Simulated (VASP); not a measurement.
## BN: single point with PBEsol

BN:

```
N B
1.0
     1.26759    0.73184    3.41732
    -1.26759    0.73184    3.41732
     0.00000   -1.46368    3.41732
N B
1 1
Cartesian
  0.0000 0.0000 6.8405
  0.0000 0.0000 0.0034
```

This cell differs from its parent crystal: volume scaled by 1.04.

```
Program             : VASP 6.6.1
Task                : single point
Functional          : PBEsol
Potentials or basis : VASP PAW PBE potentials, release 64 (N, B)
Cutoff              : 520 eV
k mesh              : 12 × 12 × 12
Occupations         : fermi-dirac, width 0.05 eV
Spin                : no spin polarisation
```

| Property | Result |
| --- | --- |
| Pressure | -7.8 GPa |
| Largest force | 0.005 eV/Å |
| Band gap on the k mesh | 4.13 eV, indirect (least direct gap 4.54 eV) |

Forces in eV/Å, atoms in the order of the input:
```
N    0.000  0.000 -0.005
B    0.000  0.000  0.005
```

Stress tensor (GPa, compression positive):
```
-11.78   0.00   0.00
  0.00 -11.78   0.00
  0.00   0.00   0.11
```

Levels at points of the mesh, in eV from the valence-band top:
```
           k point  band 2  band 3  band 4  band 5  band 6  band 7
(0.00, 0.00, 0.00)   -4.06   -1.31   -1.31    4.90   11.31   11.31
(0.50, 0.00, 0.00)   -8.79   -4.01   -0.58    5.11    9.46   12.62
(0.50, 0.50, 0.00)   -8.67   -4.06   -1.13    4.13    9.45   13.77
(0.50, 0.50, 0.50)   -5.96   -1.33   -1.33    9.71   11.25   11.25
```

Run time: 78 s on 1 thread of AMD EPYC 7R43 64-Core Processor (Zen 3) (shared host), peak memory 0.14 GiB.

Caveat: the PAW data sets were made with another functional, which shifts forces and pressure a little. A k mesh can miss the band edges.
